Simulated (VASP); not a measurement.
SiC: relaxation of cell and atoms with r2SCAN

The system is SiC.

```xyz
4
Lattice="3.0753 0.0000 0.0000 -1.5377 2.6633 0.0000 0.0000 0.0000 5.0482" Properties=species:S:1:pos:R:3 pbc="T T T"
Si    0.0000    1.7755    0.0232
Si    1.5377    0.8878    2.5473
C     0.0000    1.7755    1.9203
C     1.5377    0.8878    4.4445
```

```json
{
 "Program": "VASP 6.6.1",
 "Task": "relaxation of cell and atoms",
 "Functional": "r2SCAN",
 "Potentials or basis": "VASP PAW PBE potentials, release 64 (Si, C)",
 "Cutoff": "600 eV",
 "k mesh": "8 × 8 × 6",
 "Occupations": "gaussian, width 0.01 eV",
 "Spin": "no spin polarisation",
 "Target pressure": "10 GPa",
 "Dipole correction": "no",
 "Further INCAR settings": "ALGO = Normal; EDIFF = 1e-06; IBRION = 2; EDIFFG = -0.002; NSW = 100; ISIF = 3"
}
```

```json
{
 "Relaxed volume": "9.91 Å³/atom",
 "Relaxed cell": "a = 3.033 Å, b = 3.033 Å, c = 4.976 Å, α = 90.00°, β = 90.00°, γ = 120.00°",
 "Space group after relaxing (to 0.05 Å)": "P6_3mc (No. 186)",
 "Energy change on relaxing (the enthalpy is what falls)": "+12.4 meV/atom",
 "Ionic steps": "8",
 "Pressure after relaxing": "10.0 GPa",
 "Band gap on the k mesh": "2.87 eV, indirect (least direct gap 4.58 eV)"
}
```

Step by step:
```
step  energy change (eV)  largest force (eV/Å)  pressure (GPa)  volume (Å³)
   1              0.0000                0.0010           -0.36        41.35
   2              0.2912                0.0173           26.53        37.48
   3              0.0482                0.0068            9.86        39.66
   4              0.0503                0.0069           10.09        39.63
   5              0.0486                0.0148            9.89        39.66
   6              0.0495                0.0030           10.00        39.64
   7              0.0495                0.0027           10.00        39.64
   8              0.0495                0.0003           10.00        39.64
```

Final structure:
```
Si C
1.0
     3.03284    0.00000    0.00000
    -1.51642    2.62652    0.00000
     0.00000    0.00000    4.97628
Si C
2 2
Direct
  0.33333 0.66667 0.00460
  0.66667 0.33333 0.50460
  0.33333 0.66667 0.38040
  0.66667 0.33333 0.88040
```

Levels at points of the mesh, in eV from the valence-band top:
```
           k point  band 5  band 6  band 7  band 8  band 9  band 10  band 11  band 12
(0.00, 0.00, 0.00)   -1.41   -0.11    0.00    0.00    5.76     7.25     7.46     7.46
(0.50, 0.00, 0.00)   -5.77   -3.57   -3.48   -1.27    3.31     4.72     7.81     7.83
(0.00, 0.00, 0.50)   -0.76   -0.76   -0.76   -0.76    6.89     6.89     8.14     8.14
(0.50, 0.00, 0.50)   -2.62   -2.62   -2.48   -2.48    3.83     3.83     6.00     6.00
```

It took 7.4 min on 1 thread of AMD EPYC 9R45 (Zen 5), on a shared host, peak memory 0.15 GiB.

Caveat: the cell is relaxed towards a set pressure, so the enthalpy falls and the energy may rise; the PAW data sets were made with another functional, which shifts forces and pressure a little. A k mesh can miss the band edges.
